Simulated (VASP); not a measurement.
# Ge in VASP: a series of runs

The runs below take Ge through single point, with LDA.

All numbers are computed with VASP 6.6.1; they aren't measurements. Logs are shortened: lines on timing, memory, paths and dates and some standing lists are left out, and cuts for length are marked.

**1. The cell of the first run**

The cell holds a slab with vacuum, 2 atoms: a = 4.022 Å, b = 4.022 Å, c = 28.000 Å, α = 90.00°, β = 90.00°, γ = 120.00°.

**2. Single point, LDA**

Contents of INCAR:

```
SYSTEM = Ge
ALGO = Normal
DIPOL = 0.5 0.5 0.500
EDIFF = 1E-7
ENCUT = 520
IDIPOL = 3
ISIF = 2
ISMEAR = 0
LASPH = .TRUE.
LCHARG = .TRUE.
LDIPOL = .TRUE.
LELF = .TRUE.
LREAL = .FALSE.
LVACPOTAV = .TRUE.
LVHAR = .TRUE.
LWAVE = .FALSE.
NBANDS = 21
NELM = 100
PREC = Accurate
SIGMA = 0.1
```

Contents of KPOINTS:

```
k-points
0
G
  12 12 1
  0 0 0
```

Contents of POSCAR:

```
Ge
1.0
    4.0220000000      0.0000000000      0.0000000000
   -2.0110000000      3.4831541740      0.0000000000
    0.0000000000      0.0000000000     28.0000000000
Ge
2
Direct
    0.3333333333      0.6666666667      0.5127500000
    0.6666666667      0.3333333333      0.4872500000
```

Potentials or basis: VASP PAW LDA potentials, release 64 (Ge_d).

Command:

```console
$ cat potpaw_LDA.64/Ge_d/POTCAR > POTCAR
$ mpirun -np 1 vasp_std > vasp.out
```

OUTCAR:

```text
SYSTEM = Ge
   EDIFF = 1E-7
   ENCUT = 520
   ISIF = 2
   ISMEAR = 0
   LASPH = .TRUE.
   LREAL = .FALSE.
   NELM = 100
   PREC = Accurate

 ion  position               nearest neighbor table
   1  0.333  0.667  0.513-   2 2.43   2 2.43   2 2.43
   2  0.667  0.333  0.487-   1 2.43   1 2.43   1 2.43

  LATTYP: Found a hexagonal cell.
 ALAT       =     4.0220000000
 C/A-ratio  =     6.9617105917

  Lattice vectors:

 A1 = (   4.0220000000,   0.0000000000,   0.0000000000)
 A2 = (  -2.0110000000,   3.4831541740,   0.0000000000)
 A3 = (   0.0000000000,   0.0000000000,  28.0000000000)

Analysis of symmetry for initial positions (statically):
=====================================================================
 Subroutine PRICEL returns:
 Original cell was already a primitive cell.

 Routine SETGRP: Setting up the symmetry group for a
 hexagonal supercell.

 Subroutine GETGRP returns: Found 12 space group operations
 (whereof 12 operations were pure point group operations)
 out of a pool of 24 trial point group operations.

The static configuration has the point symmetry D_3d.

Analysis of symmetry for dynamics (positions and initial velocities):
=====================================================================
 Subroutine PRICEL returns:
 Original cell was already a primitive cell.

 Routine SETGRP: Setting up the symmetry group for a
 hexagonal supercell.

 Subroutine GETGRP returns: Found 12 space group operations
 (whereof 12 operations were pure point group operations)
 out of a pool of 24 trial point group operations.

The dynamic configuration has the point symmetry D_3d.

 Subroutine INISYM returns: Found 12 space group operations
 (whereof 12 operations are pure point group operations),
 and found     1 'primitive' translations

----------------------------------------------------------------------------------------

                                     Primitive cell

  volume of cell :     392.2589

  direct lattice vectors                    reciprocal lattice vectors
     4.022000000  0.000000000  0.000000000     0.248632521  0.143548053  0.000000000
    -2.011000000  3.483154174  0.000000000     0.000000000  0.287096106  0.000000000
     0.000000000  0.000000000 28.000000000     0.000000000  0.000000000  0.035714286

  length of vectors
     4.022000000  4.022000000 28.000000000     0.287096106  0.287096106  0.035714286

  position of ions in fractional coordinates (direct lattice)
     0.333333333  0.666666667  0.512750000
     0.666666667  0.333333333  0.487250000

  ion indices of the primitive-cell ions
   primitive index   ion index
                 1           1
                 2           2

----------------------------------------------------------------------------------------

 KPOINTS: k-points

Automatic generation of k-mesh.
 Grid dimensions read from file:
 generate k-points for:   12   12    1

 Generating k-lattice:

  Cartesian coordinates                     Fractional coordinates (reciprocal lattice)
     0.020719377  0.011962338  0.000000000     0.083333333  0.000000000  0.000000000
     0.000000000  0.023924676  0.000000000     0.000000000  0.083333333  0.000000000
     0.000000000  0.000000000  0.035714286     0.000000000  0.000000000  1.000000000

  Length of vectors
     0.023924676  0.023924676  0.035714286

  Shift w.r.t. Gamma in fractional coordinates (k-lattice)
     0.000000000  0.000000000  0.000000000

 Subroutine IBZKPT returns following result:
 ===========================================

 Found     19 irreducible k-points:

 Following reciprocal coordinates:
            Coordinates               Weight
  0.000000  0.000000  0.000000      1.000000
  0.083333 -0.000000  0.000000      6.000000
  0.166667  0.000000  0.000000      6.000000
  0.250000 -0.000000  0.000000      6.000000
  0.333333  0.000000  0.000000      6.000000
  0.416667  0.000000  0.000000      6.000000
[... 11 lines left out ...]
  0.333333  0.250000  0.000000     12.000000
  0.333333  0.333333  0.000000      2.000000
   k-points           NKPTS =     19   k-points in BZ     NKDIM =     19   number of bands    NBANDS=     21
   number of dos      NEDOS =    301   number of ions     NIONS =      2
   total plane-waves  NPLWV = 189000
   dimension x,y,z NGX =    30 NGY =   30 NGZ =  210
   dimension x,y,z NGXF=    60 NGYF=   60 NGZF=  420
   ions per type =               2
   NGX,Y,Z   is equivalent  to a cutoff of  12.40, 12.40, 12.47 a.u.
   NGXF,Y,Z  is equivalent  to a cutoff of  24.80, 24.80, 24.94 a.u.
 SYSTEM =  Ge
   PREC   = accura    normal or accurate (medium, high low for compatibility)
   ISTART =      0    job   : 0-new  1-cont  2-samecut
   ICHARG =      2    charge: 1-file 2-atom 10-const
   ISPIN  =      1    spin polarized calculation?
   LNONCOLLINEAR =      F non collinear calculations
   LSORBIT =      F    spin-orbit coupling
   LASPH  =      T    aspherical Exc in radial PAW
   ENCUT  =  520.0 eV  38.22 Ry    6.18 a.u.   7.48  7.48 52.06*2*pi/ulx,y,z
   NELM   =    100;   NELMIN=  2; NELMDL= -5     # of ELM steps
   EDIFF  = 0.1E-06   stopping-criterion for ELM
   LREAL  =      F    real-space projection
   EDIFFG = 0.1E-05   stopping-criterion for IOM
   NSW    =      0    number of steps for IOM
   IBRION =     -1    ionic relax: 0-MD 1-quasi-New 2-CG
   NFREE  =      0    steps in history (QN), initial steepest desc. (CG)
   ISIF   =      2    stress and relaxation
   ISYM   =      2    0-nonsym 1-usesym 2-fastsym
   POTIM  = 0.5000    time-step for ionic-motion
   TEBEG  =    0.0;   TEEND  =   0.0 temperature during run
   PSTRESS=    0.0 pullay stress
   NELECT =      28.0000    total number of electrons
   NUPDOWN=      -1.0000    fix difference up-down
   EMIN   =  10.00;   EMAX   =-10.00  energy-range for DOS
   EFERMI =   0.00;   METHOD = LEGACY
   ISMEAR =     0;   SIGMA  =   0.10  broadening in eV -4-tet -1-fermi 0-gaus
   EFERMI_NEDOS =   21; number of points for ismear=-14 and -15
   IALGO  =     38    algorithm
   IMIX   =      4    mixing-type and parameters
     AMIX     =   0.40;   BMIX     =  1.00
     AMIX_MAG =   1.60;   BMIX_MAG =  1.00
  volume/ion in A,a.u.               =     196.13      1323.55
  Fermi-wavevector in a.u.,A,eV,Ry     =   0.679104  1.283321  6.274774  0.461183
  Thomas-Fermi vector in A             =   1.757204
   LORBIT       =      0    0 simple, 1 ext, 2 COOP (PROOUT), +10 PAW based schemes
   GGA     = CA    functional components
   LHFCALC =     F    Hartree Fock is set to
   AEXX    =    0.0000 exact exchange contribution
   IVDW    =     0    specifies the selected vdW correction
   LEPSILON=     F    determine dielectric tensor
   LRPA    =     F    only Hartree local field effects (RPA)
 non-spin polarized calculation
 Gauss-broadening in eV      SIGMA  =   0.10
  energy-cutoff  :      520.00
  volume of cell :      392.26
 maximum number of plane-waves:     10617
 NGX is ok and might be reduce to    30
   NGX = 15   NGY = 15   NGZ =105

 dipolmoment           0.000000      0.000000      0.000000 electrons x Angstroem

 number of electron      28.0000026 magnetization

 dipolmoment           0.000000      0.000000     -0.000000 electrons x Angstroem

 Free energy of the ion-electron system (eV)
  ---------------------------------------------------
  ext. energy  EPLUGINS =         0.00000000
  ---------------------------------------------------
  free energy    TOTEN  =        -9.12046164 eV

  energy without entropy =       -9.11889444  energy(sigma->0) =       -9.11967804

 E-fermi :  -3.6804     XC(G=0):  -1.7006

 val. band max:       -3.6804230628   @ k =   0.3333   0.3333   0.0000
 cond. band min:      -3.1900951633   @ k =   0.3333   0.2500   0.0000
 fundamental gap:      0.4903278995
 Fermi energy:        -3.6804229770

 k-point     1 :       0.0000    0.0000    0.0000
  band No.  band energies     occupation
      1     -28.2539      2.00000
      2     -28.2539      2.00000
      3     -28.2000      2.00000
      4     -28.2000      2.00000
      5     -28.1931      2.00000
      6     -28.1367      2.00000
[... 13 lines left out ...]
     20       1.0454      0.00000
     21       1.3930      0.00000

 k-point     2 :       0.0833   -0.0000    0.0000
  band No.  band energies     occupation
      1     -28.2573      2.00000
      2     -28.2562      2.00000
      3     -28.2067      2.00000
      4     -28.1961      2.00000
      5     -28.1842      2.00000
      6     -28.1323      2.00000
[... 13 lines left out ...]
     20       1.1255      0.00000
     21       1.4522      0.00000

 k-point     3 :       0.1667    0.0000    0.0000
  band No.  band energies     occupation
      1     -28.2638      2.00000
      2     -28.2612      2.00000
      3     -28.2156      2.00000
      4     -28.1873      2.00000
      5     -28.1725      2.00000
      6     -28.1198      2.00000
[... 13 lines left out ...]
     20       1.3571      0.00000
     21       1.6135      0.00000

 k-point     4 :       0.2500   -0.0000    0.0000
  band No.  band energies     occupation
      1     -28.2686      2.00000
      2     -28.2657      2.00000
      3     -28.2252      2.00000
      4     -28.1775      2.00000
      5     -28.1644      2.00000
      6     -28.1014      2.00000
[... 13 lines left out ...]
     20       2.1679      0.00000
     21       2.1742      0.00000

 k-point     5 :       0.3333    0.0000    0.0000
  band No.  band energies     occupation
      1     -28.2693      2.00000
      2     -28.2688      2.00000
      3     -28.2353      2.00000
      4     -28.1695      2.00000
      5     -28.1613      2.00000
      6     -28.0831      2.00000
[... 13 lines left out ...]
     20       2.8405      0.00000
     21       2.9514      0.00000

 k-point     6 :       0.4167    0.0000    0.0000
  band No.  band energies     occupation
      1     -28.2703      2.00000
      2     -28.2660      2.00000
      3     -28.2450      2.00000
      4     -28.1647      2.00000
      5     -28.1613      2.00000
      6     -28.0781      2.00000
[... 13 lines left out ...]
     20       3.1925      0.00000
     21       3.3098      0.00000

 k-point     7 :       0.5000   -0.0000    0.0000
  band No.  band energies     occupation
      1     -28.2707      2.00000
      2     -28.2625      2.00000
      3     -28.2506      2.00000
      4     -28.1632      2.00000
      5     -28.1618      2.00000
      6     -28.0790      2.00000
[... 13 lines left out ...]
     20       3.5469      0.00000
     21       3.8324      0.00000
[... 171 lines left out ...]
      1     -28.2825      2.00000
      2     -28.2614      2.00000
      3     -28.2471      2.00000
      4     -28.1640      2.00000
      5     -28.1347      2.00000
      6     -28.0862      2.00000
[... 13 lines left out ...]
     20       3.3839      0.00000
     21       3.5307      0.00000

 k-point    16 :       0.4167    0.1667    0.0000
  band No.  band energies     occupation
      1     -28.2836      2.00000
      2     -28.2586      2.00000
      3     -28.2517      2.00000
      4     -28.1598      2.00000
      5     -28.1367      2.00000
      6     -28.0829      2.00000
[... 13 lines left out ...]
     20       4.0854      0.00000
     21       4.2411      0.00000

 k-point    17 :       0.2500    0.2500    0.0000
  band No.  band energies     occupation
      1     -28.2853      2.00000
      2     -28.2615      2.00000
      3     -28.2462      2.00000
      4     -28.1643      2.00000
      5     -28.1201      2.00000
      6     -28.0949      2.00000
[... 13 lines left out ...]
     20       3.1757      0.00000
     21       3.4135      0.00000

 k-point    18 :       0.3333    0.2500    0.0000
  band No.  band energies     occupation
      1     -28.2890      2.00000
      2     -28.2581      2.00000
      3     -28.2519      2.00000
      4     -28.1577      2.00000
      5     -28.1148      2.00000
      6     -28.0925      2.00000
[... 13 lines left out ...]
     20       3.4723      0.00000
     21       4.0258      0.00000

 k-point    19 :       0.3333    0.3333    0.0000
  band No.  band energies     occupation
      1     -28.2915      2.00000
      2     -28.2552      2.00000
      3     -28.2552      2.00000
      4     -28.1549      2.00000
      5     -28.0989      2.00000
      6     -28.0946      2.00000
[... 13 lines left out ...]
     20       3.2680      0.00000
     21       3.4040      0.00000

------------------------ aborting loop because EDIFF is reached ----------------------------------------

 vacuum level on the upper side and lower side of the slab       (xc-potential included)        -0.103        -0.103

  FORCE on cell =-STRESS in cart. coord.  units (eV):
  Direction    XX          YY          ZZ          XY          YZ          ZX
  --------------------------------------------------------------------------------------
  -------------------------------------------------------------------------------------
  Total       -1.2496861     -1.2496861     -0.2903225      0.0000000      0.0000000      0.0000000
  in kB       -5.1043296     -5.1043296     -1.1858194      0.0000000      0.0000000      0.0000000
  external PRESSURE =      -3.7981595 kB  Pullay stress =       0.0000000 kB

 VOLUME and BASIS-vectors are now :
 -----------------------------------------------------------------------------
  energy-cutoff  :      520.00
  volume of cell :      392.26
      direct lattice vectors                 reciprocal lattice vectors
     4.022000000  0.000000000  0.000000000     0.248632521  0.143548053  0.000000000
    -2.011000000  3.483154174  0.000000000     0.000000000  0.287096106  0.000000000
     0.000000000  0.000000000 28.000000000     0.000000000  0.000000000  0.035714286

 POSITION                                       TOTAL-FORCE (eV/Angst)
 -----------------------------------------------------------------------------------
     -0.00000      2.32210     14.35700        -0.000000      0.000000     -0.385576
      2.01100      1.16105     13.64300         0.000000      0.000000      0.385576
 -----------------------------------------------------------------------------------
    total drift:                                0.000000     -0.000000     -0.000000

  FREE ENERGIE OF THE ION-ELECTRON SYSTEM (eV)
  ---------------------------------------------------
  free  energy   TOTEN  =        -9.1204616398 eV

  energy  without entropy=       -9.1188944371  energy(sigma->0) =       -9.11967804

 vacuum level on the upper side and lower side of the slab         1.053         1.053
```

Wall time 3.9 min (1 thread of Intel Xeon Platinum 8375C at 2.90GHz (Ice Lake), shared host); peak memory 0.4 GiB.

What came out:

* Free energy: -9.1205 eV
* Largest force: 0.386 eV/Å
* Band gap on the k mesh: zero (filled and empty bands touch)
* Work function of the upper face: 4.73 eV
* Work function of the lower face: 4.73 eV

Forces on the atoms (eV/Å):
```
Ge   0.000  0.000 -0.386
Ge   0.000  0.000  0.386
```

**3. Single point, LDA**

This run uses another cell than the first one, of 183.94 Å³/atom, 0.938 times its volume.

Contents of INCAR:

```
  ALGO = Normal
  DIPOL = 0.5 0.5 0.500
  EDIFF = 1E-7
  ENCUT = 520
  IDIPOL = 3
  ISIF = 2
  ISMEAR = 0
  LASPH = True
  LCHARG = False
  LDIPOL = True
  LREAL = False
  LWAVE = False
  NBANDS = 21
  NELM = 80
  PREC = Accurate
  SIGMA = 0.1
```

Contents of KPOINTS:

```
k-points
0
Gamma
  12 12 1
```

Contents of POSCAR:

```
Ge
1.0
    3.8950000000      0.0000000000      0.0000000000
   -1.9475000000      3.3731689477      0.0000000000
    0.0000000000      0.0000000000     28.0000000000
Ge
2
Direct
    0.3333333333      0.6666666667      0.5051071429
    0.6666666667      0.3333333333      0.4948928571
```

Potentials or basis: VASP PAW LDA potentials, release 64 (Ge_d).

Command:

```console
$ cat potpaw_LDA.64/Ge_d/POTCAR > POTCAR
$ mpirun -np 1 vasp_std > vasp.out
```

Wall time 3.9 min (1 thread of Intel Xeon 6975P-C, shared host); peak memory 0.39 GiB.

The run converged. Its results:

| Property | Result |
| --- | --- |
| Free energy | -8.9741 eV |
| Largest force | 0.576 eV/Å |
| Band gap on the k mesh | zero (filled and empty bands touch) |

Forces in eV/Å, atoms in the order of the input:
```
Ge   0.000  0.000  0.576
Ge   0.000  0.000 -0.576
```

Levels at points of the mesh, in eV from the Fermi level:
```
           k point  band 12  band 13  band 14  band 15  band 16  band 17
(0.00, 0.00, 0.00)    -3.44    -1.33    -1.33     0.09     2.87     3.57
(0.50, 0.00, 0.00)    -8.45    -3.09    -1.13     0.81     0.83     5.96
```

(Part 1 of 2 ends here.)
